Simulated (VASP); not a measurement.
Set up this calculation in VASP 6.6.1, as the native input.

| Item | Value |
| --- | --- |
| Task | single point |
| Functional | PBEsol |
| Potentials or basis | VASP PAW PBE potentials, release 64 (In_d, Sb, H) |
| Cutoff | 520 eV |
| k mesh | 1 × 1 × 9 |
| Occupations | gaussian, width 0.05 eV |
| Spin | no spin polarisation |
| Dipole correction | no |
| Further INCAR settings | LREAL = Auto; ALGO = Normal; EDIFF = 1e-07; NBANDS = 58 |

The structure of InSbH3 lies in POSCAR:

```
InSbH3
1.0
   15.9000000000      0.0000000000      0.0000000000
    0.0000000000     17.8000000000      0.0000000000
    0.0000000000      0.0000000000      6.5198581153
In Sb H
4 4 12
Direct
    0.6532255685      0.5000000000      0.0000000000
    0.4481985837      0.5000000000      0.5000000000
    0.4481985837      0.3168579181      0.0000000000
    0.4481985837      0.6831420819      0.0000000000
    0.3456850914      0.5915710409      0.7500000000
    0.3456850914      0.4084289591      0.2500000000
    0.5507120761      0.5915710409      0.2500000000
    0.5507120761      0.4084289591      0.7500000000
    0.7164072961      0.5564376106      0.8459185076
    0.7164072961      0.4435623894      0.1540814924
    0.2835927039      0.5361064926      0.9014249149
    0.2835927039      0.6470355893      0.5985750851
    0.2835927039      0.4638935074      0.0985750851
    0.2835927039      0.3529644107      0.4014249149
    0.6128044636      0.6470355893      0.4014249149
    0.3850168562      0.2604203075      0.8459185076
    0.5113803113      0.2604203075      0.1540814924
    0.3850168562      0.7395796925      0.1540814924
    0.5113803113      0.7395796925      0.8459185076
    0.6128044636      0.3529644107      0.5985750851
```

One way to write it, as run:

INCAR

```
SYSTEM = InSbH3
ALGO = Normal
EDIFF = 1E-7
ENCUT = 520
GGA = PS
ISIF = 2
ISMEAR = 0
LASPH = .True.
LCHARG = .False.
LREAL = Auto
LWAVE = .False.
NBANDS = 58
NELM = 80
PREC = Accurate
SIGMA = 0.05
```

KPOINTS

```
k-points
0
Gamma
  1 1 9
  0 0 0
```

Potentials or basis: VASP PAW PBE potentials, release 64 (In_d, Sb, H).

The run is started by

```sh
$ cat potpaw_PBE.64/In_d/POTCAR potpaw_PBE.64/Sb/POTCAR potpaw_PBE.64/H/POTCAR > POTCAR
$ mpirun -np 1 vasp_std > vasp.out
```

Results of the run:

```
Largest force          : 0.997 eV/Å
Band gap on the k mesh : 2.50 eV
```

Caveat: the PAW data sets were made with another functional, which shifts forces and pressure a little; spin-orbit coupling is left out, which moves the levels of the heavy elements.

It took 32 min on 1 thread of Intel(R) Xeon(R) Platinum 8259CL CPU @ 2.50GHz (Skylake/Cascade Lake), with other jobs on the host, peak memory 1.6 GiB.
